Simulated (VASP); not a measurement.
# Ir (P6/mmm) in VASP: notebook

Runs on Ir. Level: revPBE. Tasks: relaxation of cell and atoms, single point.

All numbers are computed with VASP 6.6.1; they aren't measurements. Logs are shortened: lines on timing, memory, paths and dates and some standing lists are left out, and cuts for length are marked.

## 1. The cell of the first run

Symmetry: P6/mmm, No. 191, hexagonal system. Conventional cell: a = 4.308 Å, b = 4.308 Å, c = 2.641 Å, α = 90.00°, β = 90.00°, γ = 120.00°. Ir (site symmetry 6/mmm) has 14 Ir at 2.64 to 2.82 Å within 3.5 Å. Ir (site symmetry -6m2) has 11 Ir at 2.49 to 2.82 Å within 3.3 Å.

## 2. Relaxation of cell and atoms, revPBE

The input, INCAR:

```
PREC = Accurate ; ENCUT = 600
EDIFF = 1E-6 ; ISMEAR = -1
SIGMA = 0.1 ; LREAL = False
LASPH = True ; NELM = 100
ALGO = Normal ; ISIF = 3
LWAVE = False ; LCHARG = False
GGA = RE ; IBRION = 2
NSW = 80 ; EDIFFG = -0.01
```

The input, KPOINTS:

```
Automatic mesh
0
Gamma
  9 9 12
```

The input, POSCAR:

```
Ir
1.0
    4.3081096287      0.0000000000      0.0000000000
   -2.1540548143      3.7309323807      0.0000000000
    0.0000000000      0.0000000000      2.6408712024
Ir
3
Direct
    0.0000000000      0.0000000000      0.0000000000
    0.3333333333      0.6666666667      0.5000000000
    0.6666666667      0.3333333333      0.5000000000
```

Potentials or basis: VASP PAW PBE potentials, release 64 (Ir).

Run with:

```
$ cat potpaw_PBE.64/Ir/POTCAR > POTCAR
$ mpirun -np 1 vasp_std > vasp.out
```

OUTCAR:

```text
PREC = Accurate
   ENCUT = 600
   EDIFF = 1E-6
   ISMEAR = -1
   LREAL = False
   LASPH = True
   NELM = 100
   ISIF = 3
   GGA = RE
   IBRION = 2
   NSW = 80
   EDIFFG = -0.01

 ion  position               nearest neighbor table
   1  0.000  0.000  0.000-   2 2.82   3 2.82   2 2.82   3 2.82   2 2.82   2 2.82   3 2.82   3 2.82
                             3 2.82   3 2.82   2 2.82   2 2.82
   2  0.333  0.667  0.500-   3 2.49   3 2.49   3 2.49   1 2.82   1 2.82   1 2.82   1 2.82   1 2.82
                             1 2.82
   3  0.667  0.333  0.500-   2 2.49   2 2.49   2 2.49   1 2.82   1 2.82   1 2.82   1 2.82   1 2.82
                             1 2.82

  LATTYP: Found a hexagonal cell.
 ALAT       =     4.3081096287
 C/A-ratio  =     0.6130000000

  Lattice vectors:

 A1 = (   4.3081096287,   0.0000000000,   0.0000000000)
 A2 = (  -2.1540548143,   3.7309323807,   0.0000000000)
 A3 = (   0.0000000000,   0.0000000000,   2.6408712024)

Analysis of symmetry for initial positions (statically):
=====================================================================
 Subroutine PRICEL returns:
 Original cell was already a primitive cell.

 Routine SETGRP: Setting up the symmetry group for a
 hexagonal supercell.

 Subroutine GETGRP returns: Found 24 space group operations
 (whereof 24 operations were pure point group operations)
 out of a pool of 24 trial point group operations.

The static configuration has the point symmetry D_6h.

Analysis of symmetry for dynamics (positions and initial velocities):
=====================================================================
 Subroutine PRICEL returns:
 Original cell was already a primitive cell.

 Routine SETGRP: Setting up the symmetry group for a
 hexagonal supercell.

 Subroutine GETGRP returns: Found 24 space group operations
 (whereof 24 operations were pure point group operations)
 out of a pool of 24 trial point group operations.

The dynamic configuration has the point symmetry D_6h.

 Subroutine INISYM returns: Found 24 space group operations
 (whereof 24 operations are pure point group operations),
 and found     1 'primitive' translations

----------------------------------------------------------------------------------------

                                     Primitive cell

  volume of cell :      42.4474

  direct lattice vectors                    reciprocal lattice vectors
     4.308109629  0.000000000  0.000000000     0.232120370  0.134014758  0.000000000
    -2.154054814  3.730932381  0.000000000     0.000000000  0.268029516  0.000000000
     0.000000000  0.000000000  2.640871202     0.000000000  0.000000000  0.378662920

  length of vectors
     4.308109629  4.308109629  2.640871202     0.268029516  0.268029516  0.378662920

  position of ions in fractional coordinates (direct lattice)
     0.000000000  0.000000000  0.000000000
     0.333333333  0.666666667  0.500000000
     0.666666667  0.333333333  0.500000000

  ion indices of the primitive-cell ions
   primitive index   ion index
                 1           1
                 2           2
                 3           3

----------------------------------------------------------------------------------------

 KPOINTS: Automatic mesh

Automatic generation of k-mesh.
 Grid dimensions read from file:
 generate k-points for:    9    9   12

 Generating k-lattice:

  Cartesian coordinates                     Fractional coordinates (reciprocal lattice)
     0.025791152  0.014890529  0.000000000     0.111111111  0.000000000  0.000000000
     0.000000000  0.029781057  0.000000000     0.000000000  0.111111111  0.000000000
     0.000000000  0.000000000  0.031555243     0.000000000  0.000000000  0.083333333

  Length of vectors
     0.029781057  0.029781057  0.031555243

  Shift w.r.t. Gamma in fractional coordinates (k-lattice)
     0.000000000  0.000000000  0.000000000

 Subroutine IBZKPT returns following result:
 ===========================================

 Found     84 irreducible k-points:

 Following reciprocal coordinates:
            Coordinates               Weight
  0.000000  0.000000  0.000000      1.000000
  0.111111  0.000000  0.000000      6.000000
  0.222222  0.000000  0.000000      6.000000
  0.333333  0.000000  0.000000      6.000000
  0.444444  0.000000  0.000000      6.000000
  0.111111  0.111111  0.000000      6.000000
[... 16 lines left out ...]
  0.333333  0.222222  0.083333     24.000000
  0.333333  0.333333  0.083333      4.000000
 [... further k-points ...]
   k-points           NKPTS =     84   k-points in BZ     NKDIM =     84   number of bands    NBANDS=     17
   number of dos      NEDOS =    301   number of ions     NIONS =      3
   total plane-waves  NPLWV =  31104
   dimension x,y,z NGX =    36 NGY =   36 NGZ =   24
   dimension x,y,z NGXF=    72 NGYF=   72 NGZF=   48
   ions per type =               3
   NGX,Y,Z   is equivalent  to a cutoff of  13.89, 13.89, 15.11 a.u.
   NGXF,Y,Z  is equivalent  to a cutoff of  27.78, 27.78, 30.22 a.u.
 SYSTEM =  unknown system
   PREC   = accura    normal or accurate (medium, high low for compatibility)
   ISTART =      0    job   : 0-new  1-cont  2-samecut
   ICHARG =      2    charge: 1-file 2-atom 10-const
   ISPIN  =      1    spin polarized calculation?
   LNONCOLLINEAR =      F non collinear calculations
   LSORBIT =      F    spin-orbit coupling
   LASPH  =      T    aspherical Exc in radial PAW
   ENCUT  =  600.0 eV  44.10 Ry    6.64 a.u.   8.60  8.60  5.27*2*pi/ulx,y,z
   NELM   =    100;   NELMIN=  2; NELMDL= -5     # of ELM steps
   EDIFF  = 0.1E-05   stopping-criterion for ELM
   LREAL  =      F    real-space projection
   EDIFFG = -.1E-01   stopping-criterion for IOM
   NSW    =     80    number of steps for IOM
   IBRION =      2    ionic relax: 0-MD 1-quasi-New 2-CG
   NFREE  =      1    steps in history (QN), initial steepest desc. (CG)
   ISIF   =      3    stress and relaxation
   ISYM   =      2    0-nonsym 1-usesym 2-fastsym
   POTIM  = 0.5000    time-step for ionic-motion
   TEBEG  =    0.0;   TEEND  =   0.0 temperature during run
   PSTRESS=    0.0 pullay stress
   NELECT =      27.0000    total number of electrons
   NUPDOWN=      -1.0000    fix difference up-down
   EMIN   =  10.00;   EMAX   =-10.00  energy-range for DOS
   EFERMI =   0.00;   METHOD = LEGACY
   ISMEAR =    -1;   SIGMA  =   0.10  broadening in eV -4-tet -1-fermi 0-gaus
   EFERMI_NEDOS =   21; number of points for ismear=-14 and -15
   IALGO  =     38    algorithm
   IMIX   =      4    mixing-type and parameters
     AMIX     =   0.40;   BMIX     =  1.00
     AMIX_MAG =   1.60;   BMIX_MAG =  1.00
  volume/ion in A,a.u.               =      14.15        95.48
  Fermi-wavevector in a.u.,A,eV,Ry     =   1.407923  2.660589 26.970118  1.982248
  Thomas-Fermi vector in A             =   2.530133
   LORBIT       =      0    0 simple, 1 ext, 2 COOP (PROOUT), +10 PAW based schemes
   GGA     = RE    functional components
   LHFCALC =     F    Hartree Fock is set to
   AEXX    =    0.0000 exact exchange contribution
   IVDW    =     0    specifies the selected vdW correction
   LEPSILON=     F    determine dielectric tensor
   LRPA    =     F    only Hartree local field effects (RPA)
 conjugate gradient relaxation of ions
 non-spin polarized calculation
  energy-cutoff  :      600.00
  volume of cell :       42.45
 maximum number of plane-waves:      1450
 NGX is ok and might be reduce to    36
   NGX = 17   NGY = 17   NGZ = 11

--------------------------------------- Ionic step        1  -------------------------------------------

 number of electron      26.9999999 magnetization

 Free energy of the ion-electron system (eV)
  ---------------------------------------------------
  ext. energy  EPLUGINS =         0.00000000
  ---------------------------------------------------
  free energy    TOTEN  =       -23.85354317 eV

  energy without entropy =      -23.71065077  energy(sigma->0) =      -23.78209697

 E-fermi :  10.4528     XC(G=0): -13.9403

 val. band max:       10.4518981518   @ k =   0.4444   0.1111   0.2500
 cond. band min:      10.4539691506   @ k =   0.4444   0.0000   0.2500
 fundamental gap:      0.0020709988
 Fermi energy:        10.4528290911

 k-point     1 :       0.0000    0.0000    0.0000
  band No.  band energies     occupation
      1      -0.6358      2.00000
      2       3.0325      2.00000
      3       5.3928      2.00000
      4       5.7269      2.00000
      5       5.7269      2.00000
      6       5.7325      2.00000
[... 9 lines left out ...]
     16      11.7086      0.00001
     17      16.7592      0.00000
[... 443 lines left out ...]
      1       2.0961      2.00000
      2       2.8487      2.00000
      3       2.8487      2.00000
      4       5.0839      2.00000
      5       5.0839      2.00000
      6       5.5651      2.00000
[... 9 lines left out ...]
     16      11.2014      0.00112
     17      11.2014      0.00112

 [... further k-points ...]
[... 5 lines left out ...]
  --------------------------------------------------------------------------------------
  -------------------------------------------------------------------------------------
  Total        6.3375651      6.3375651      6.7758145      0.0000000     -0.0000000      0.0000000
  in kB      239.2112891    239.2112891    255.7530041      0.0000000     -0.0000000      0.0000000
  external PRESSURE =     244.7251941 kB  Pullay stress =       0.0000000 kB
[... 281 lines left out ...]
  energy  without entropy=      -23.9036621785  energy(sigma->0) =      -23.98341825

--------------------------------------- Ionic step        9  -------------------------------------------

 number of electron      27.0000002 magnetization

 Free energy of the ion-electron system (eV)
  ---------------------------------------------------
  ext. energy  EPLUGINS =         0.00000000
  ---------------------------------------------------
  free energy    TOTEN  =       -24.06326249 eV

  energy without entropy =      -23.90411137  energy(sigma->0) =      -23.98368693

 E-fermi :   9.3346     XC(G=0): -13.5420

 val. band max:        9.3345424192   @ k =   0.3333   0.1111   0.0833
 cond. band min:       9.3514468498   @ k =   0.2222   0.2222   0.0833
 fundamental gap:      0.0169044306
 Fermi energy:         9.3346369687

 k-point     1 :       0.0000    0.0000    0.0000
  band No.  band energies     occupation
      1      -1.0533      2.00000
      2       2.6246      2.00000
      3       4.7949      2.00000
      4       5.0356      2.00000
      5       5.0356      2.00000
      6       5.0471      2.00000
[... 9 lines left out ...]
     16      10.4301      0.00003
     17      15.2349      0.00000
[... 443 lines left out ...]
      1       1.6454      2.00000
      2       2.3235      2.00000
      3       2.3235      2.00000
      4       4.4988      2.00000
      5       4.4988      2.00000
      6       4.9509      2.00000
[... 9 lines left out ...]
     16       9.9848      0.00300
     17       9.9848      0.00300

 [... further k-points ...]
[... 5 lines left out ...]
  --------------------------------------------------------------------------------------
  -------------------------------------------------------------------------------------
  Total        0.0058598      0.0058598      0.0060623      0.0000000     -0.0000000      0.0000000
  in kB        0.2069048      0.2069048      0.2140567      0.0000000     -0.0000000      0.0000000
  external PRESSURE =       0.2092887 kB  Pullay stress =       0.0000000 kB
[... 18 lines left out ...]
  FREE ENERGIE OF THE ION-ELECTRON SYSTEM (eV)
  ---------------------------------------------------
  free  energy   TOTEN  =       -24.0632624914 eV

  energy  without entropy=      -23.9041113740  energy(sigma->0) =      -23.98368693

 reached required accuracy - stopping structural energy minimisation
```

Wall time 3.1 min (1 thread of Intel Xeon Platinum 8488C (Sapphire Rapids), shared host); peak memory 0.23 GiB.

Results:

```
Free energy                            : -24.0633 eV
Relaxed volume                         : 15.13 Å³/atom
Relaxed cell                           : a = 4.394 Å, b = 4.394 Å, c = 2.714 Å, α = 90.00°, β = 90.00°, γ = 120.00°
Space group after relaxing (to 0.05 Å) : P6/mmm (No. 191)
Energy gained by relaxing              : 69.9 meV/atom
Ionic steps                            : 9
Pressure after relaxing                : 0.0 GPa
```

Step by step:
```tsv
step	energy change (eV)	largest force (eV/Å)	pressure (GPa)	volume (Å³)
1	0.0000	0.0000	24.47	42.45
2	1.6186	0.0000	-38.78	57.16
3	-0.2061	0.0000	-2.20	45.69
4	-0.2083	0.0000	-0.27	45.40
5	-0.2083	0.0000	0.13	45.34
6	-0.2092	0.0000	0.26	45.35
7	-0.2097	0.0000	0.19	45.35
8	-0.2096	0.0000	-0.42	45.44
9	-0.2097	0.0000	0.02	45.38
```

Final structure:
```cif
data_structure
_symmetry_space_group_name_H-M 'P 1'
_symmetry_Int_Tables_number 1
_cell_length_a 4.3941
_cell_length_b 4.3941
_cell_length_c 2.7136
_cell_angle_alpha 90.000
_cell_angle_beta 90.000
_cell_angle_gamma 120.000
_cell_volume 45.38
loop_
_atom_site_label
_atom_site_type_symbol
_atom_site_fract_x
_atom_site_fract_y
_atom_site_fract_z
_atom_site_occupancy
Ir1 Ir 0.00000 0.00000 0.00000 1
Ir2 Ir 0.33333 0.66667 0.50000 1
Ir3 Ir 0.66667 0.33333 0.50000 1
```

Caveat: the PAW data sets were made with another functional, which shifts forces and pressure a little; spin-orbit coupling is left out, which moves the levels of the heavy elements.

## 3. Single point, revPBE

This run uses another cell than the first one, of 15.11 Å³/atom, 1.068 times its volume.

The input, INCAR:

```
SYSTEM = Ir
  PREC = Accurate
  ENCUT = 520
  EDIFF = 1E-7
  ISMEAR = -1
  SIGMA = 0.1
  LREAL = .False.
  LASPH = .True.
  NELM = 100
  ALGO = Normal
  ISIF = 2
  LWAVE = .False.
  LCHARG = .True.
  GGA = RE
  LELF = .True.
  LVHAR = .True.
  NBANDS = 20
```

The input, KPOINTS:

```
regular mesh
0
Gamma
  9 9 12
  0 0 0
```

The input, POSCAR:

```
Ir
1.0
    4.3919204406      0.0000000000      0.0000000000
   -2.1959602203      3.8035146730      0.0000000000
    0.0000000000      0.0000000000      2.7133114428
Ir
3
Direct
    0.0000000000      1.0000000000      0.0000000000
    0.3333333333      0.6666666667      0.5000000000
    0.6666666667      0.3333333333      0.5000000000
```

Potentials or basis: VASP PAW PBE potentials, release 64 (Ir).

Run with:

```
$ cat potpaw_PBE.64/Ir/POTCAR > POTCAR
$ mpirun -np 1 vasp_std > vasp.out
```

Run time: 78 s. Hardware: 1 thread of AMD EPYC 9R45 (Zen 5), shared host; peak memory 0.18 GiB.

It converged, with:

```
Free energy : -24.0627 eV
Pressure    : 0.3 GPa
```

Stress tensor (GPa, compression positive):
```
0.37 0.00 0.00
0.00 0.37 0.00
0.00 0.00 0.17
```

Levels at points of the mesh, in eV from the Fermi level:
```csv
k point,band 11,band 12,band 13,band 14,band 15,band 16,band 17,band 18
"(0.00, 0.00, 0.00)",-1.95,-1.95,-1.89,-1.89,1.10,1.10,5.91,7.19
"(0.00, 0.00, 0.50)",0.04,0.04,0.60,0.60,2.02,2.70,3.08,8.03
```

Caveat: the PAW data sets were made with another functional, which shifts forces and pressure a little; spin-orbit coupling is left out, which moves the levels of the heavy elements.

## 4. Single point, revPBE (volume scaled by 0.88)

The input, INCAR:

```
PREC = Accurate
ENCUT = 520
EDIFF = 1E-7
ISMEAR = -1
SIGMA = 0.1
LREAL = False
LASPH = True
NELM = 100
ALGO = Normal
ISIF = 2
LWAVE = False
LCHARG = False
GGA = RE
NBANDS = 20
```

The input, KPOINTS:

```
regular mesh
0
Gamma
  11 11 15
```

The input, POSCAR:

```
Ir
1.0
    4.2087069620      0.0000000000      0.0000000000
   -2.1043534810      3.6448471462      0.0000000000
    0.0000000000      0.0000000000      2.6001228651
Ir
3
Direct
    0.0000000000      1.0000000000      0.0000000000
    0.3333333333      0.6666666667      0.5000000000
    0.6666666667      0.3333333333      0.5000000000
```

Run with:

```
$ cat potpaw_PBE.64/Ir/POTCAR > POTCAR
$ mpirun -np 1 vasp_std > vasp.out
```

Run time: 89 s. Hardware: 1 thread of AMD EPYC 9R45 (Zen 5), shared host; peak memory 0.18 GiB.

The run converged. Its results:

```yaml
Free_energy: -23.2260 eV
Pressure: 55.7 GPa
```

Stress tensor (GPa, compression positive):
```
57.81  0.00  0.00
 0.00 57.81  0.00
 0.00  0.00 51.34
```

Levels at points of the mesh, in eV from the Fermi level:
| k point | band 10 | band 11 | band 12 | band 13 | band 14 | band 15 | band 16 | band 17 | band 18 | band 19 |
| --- | --- | --- | --- | --- | --- | --- | --- | --- | --- | --- |
| (0.00, 0.00, 0.00) | -3.52 | -2.40 | -2.40 | -2.35 | -2.35 | 1.40 | 1.40 | 6.84 | 8.20 | 9.25 |

Caveat: the cell differs from its parent crystal (volume scaled by 0.88); the PAW data sets were made with another functional, which shifts forces and pressure a little; spin-orbit coupling is left out, which moves the levels of the heavy elements.

## 5. The runs side by side

```tsv
task	cell	k mesh	cutoff (eV)	gap on the mesh (eV)	pressure (GPa)
relaxation of cell and atoms	relaxed from a = 4.308, b = 4.308, c = 2.641 Å, angles 90.0, 90.0, 120.0°, 3 atoms	9 × 9 × 12	600	none	0.0
single point	a = 4.392, b = 4.392, c = 2.713 Å, angles 90.0, 90.0, 120.0°, 3 atoms	9 × 9 × 12	520	none	0.3
single point	a = 4.209, b = 4.209, c = 2.600 Å, angles 90.0, 90.0, 120.0°, 3 atoms	11 × 11 × 15	520	none	55.7
```

Alike in all rows: level revPBE; potentials or basis VASP PAW PBE potentials, release 64 (Ir); no spin polarisation; smearing fermi-dirac 0.1 eV.

Caveats: the PAW data sets were made with another functional, which shifts forces and pressure a little; spin-orbit coupling is left out, which moves the levels of the heavy elements.

Total energies depend on the potentials used, so only differences within one code and one set of settings carry meaning.
